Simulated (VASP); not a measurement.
Input of a VASP 6.6.1 run:

File INCAR:

```
SYSTEM = Pd
PREC = Accurate
ENCUT = 520
EDIFF = 1E-6
ISMEAR = -1
SIGMA = 0.1
LREAL = .FALSE.
LASPH = .TRUE.
NELM = 60
ALGO = Normal
ISIF = 2
LWAVE = .FALSE.
LCHARG = .TRUE.
GGA = CA
LELF = .TRUE.
LVHAR = .TRUE.
NBANDS = 11
```

Contents of KPOINTS:

```
Automatic mesh
0
G
  24 24 24
  0 0 0
```

The input POSCAR:

```
Pd
1.0
   -1.5283962675      1.5283962675      1.5283962675
    1.5283962675     -1.5283962675      1.5283962675
    1.5283962675      1.5283962675     -1.5283962675
Pd
1
Direct
    0.0000000000      0.0000000000      0.0000000000
```

Potentials or basis: VASP PAW LDA potentials, release 64 (Pd).

Command:

```sh
$ cat potpaw_LDA.64/Pd/POTCAR > POTCAR
$ mpirun -np 1 vasp_std > vasp.out
```

Q: Predict the band gap on the k mesh.

A: Zero (band 5 reaches 10.81 eV, above the bottom of band 6 at 9.02 eV).

Q: Predict the pressure.

A: 0.1 GPa.
